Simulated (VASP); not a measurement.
Input of a VASP 6.6.1 run:

Contents of INCAR:

```
SYSTEM = Be2ZnTe2Se
  PREC = Accurate
  ENCUT = 520
  EDIFF = 1E-6
  ISMEAR = 0
  SIGMA = 0.1
  LREAL = .FALSE.
  LASPH = .TRUE.
  NELM = 60
  ALGO = Normal
  ISIF = 2
  LWAVE = .FALSE.
  LCHARG = .FALSE.
  GGA = PE
  NBANDS = 26
```

File KPOINTS:

```
regular mesh
0
G
  6 6 6
  0 0 0
```

The input POSCAR:

```
Be2ZnTe2Se
1.0
   -2.1723943400      2.1723943400      6.0109172500
    2.1723943400     -2.1723943400      6.0109172500
    2.1723943400      2.1723943400     -6.0109172500
Be Zn Te Se
2 1 2 1
Direct
    0.7500000000      0.2500000000      0.5000000000
    0.2500000000      0.7500000000      0.5000000000
    0.5000000000      0.5000000000      0.0000000000
    0.3621850000      0.3621850000      0.0000000000
    0.6378150000      0.6378150000      0.0000000000
    0.0000000000      0.0000000000      0.0000000000
```

Potentials or basis: VASP PAW PBE potentials, release 64 (Be, Zn, Te, Se).

Launch:

```console
$ cat potpaw_PBE.64/Be/POTCAR potpaw_PBE.64/Zn/POTCAR potpaw_PBE.64/Te/POTCAR potpaw_PBE.64/Se/POTCAR > POTCAR
$ mpirun -np 1 vasp_std > vasp.out
```

(1) What does it give for the pressure?

(2) Estimate the band gap on the k mesh.

(3) Predict the largest force.

Results:

(1) 69.4 GPa.

(2) zero (band 17 reaches 6.37 eV, above the bottom of band 18 at 5.99 eV).

(3) 45.160 eV/Å.

Caveat: spin-orbit coupling is left out, which moves the levels of the heavy elements; forces of over 1 eV/Å act on the atoms, so gaps and moduli don't describe the material at rest.
